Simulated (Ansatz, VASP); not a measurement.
# Sn in VASP and in Ansatz

```xyz
1
Lattice="-1.8599 1.9127 2.0151 1.8599 -1.9127 2.0151 1.8599 1.9127 -2.0151" Properties=species:S:1:pos:R:3 pbc="T T T"
Sn    0.0000    0.0000    0.0000
```

Alike in both runs: task single point; functional PBEsol; dispersion D3(BJ); k mesh 22 × 22 × 22; occupations gaussian, width 0.15 eV; no spin polarisation.

|  | VASP | Ansatz |
| --- | --- | --- |
| version | VASP 6.6.1 | Ansatz 0.2.0 |
| potentials or method | VASP PAW PBE potentials, release 64 (Sn_d), cutoff 520 eV | scalar-relativistic, plane waves, PAW |
| valence electrons in the cell | 14 | 14 |

|  | VASP | Ansatz | Ansatz less VASP |
| --- | --- | --- | --- |
| gap on the k mesh at the Fermi level (eV) | none | none | - |
| pressure (GPa) | -6.2 | -6.2 | -0.03 |
| traceless stress, the component that is largest in VASP (GPa) | -0.54 | -0.54 | -0.001 |

VASP's potentials were made for PBE, not for PBEsol. A gap of «none» marks a metal or a gap that the smearing closes.
